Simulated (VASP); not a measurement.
TaH3Br2, 6 atoms in the cell. The structure is hexagonal, space group P6/mmm (No. 191). Conventional cell: a = 5.613 Å, b = 5.613 Å, c = 3.716 Å, α = 90.00°, β = 90.00°, γ = 120.00°. Within 4.3 Å of Ta (site symmetry 6/mmm) lie 6 Br at 3.24 Å and 12 H at 3.37 Å and 2 Ta at 3.72 Å. Within 3.3 Å of H (site symmetry mmm) lie 4 Br at 2.47 Å and 4 H at 2.81 Å. Within 3.3 Å of Br (site symmetry -6m2) lie 6 H at 2.47 Å and 3 Ta at 3.24 Å and 3 Br at 3.24 Å. 

- Program: VASP 6.6.1
- Task: single point
- Functional: PBE
- Potentials or basis: VASP PAW PBE potentials, release 64 (Ta_pv, H, Br)
- Cutoff: 520 eV
- k mesh: 6 × 6 × 6
- Occupations: gaussian, width 0.1 eV
- Spin: no spin polarisation
- Dipole correction: no
- Further INCAR settings: ALGO = Normal; EDIFF = 1e-07; NBANDS = 23

Potentials or basis: VASP PAW PBE potentials, release 64 (Ta_pv, H, Br).

Run with:

```bash
$ cat potpaw_PBE.64/Ta_pv/POTCAR potpaw_PBE.64/H/POTCAR potpaw_PBE.64/Br/POTCAR > POTCAR
$ mpirun -np 1 vasp_std > vasp.out
```

Hardware: 1 thread of Intel(R) Xeon(R) Platinum 8488C (Sapphire Rapids) (shared host).

Question: How long does it take, and how much memory?

Answer: It took 54 s on 1 thread of Intel(R) Xeon(R) Platinum 8488C (Sapphire Rapids), on a shared host, peak memory 0.25 GiB. Counts: scf iterations 17, k points 28.
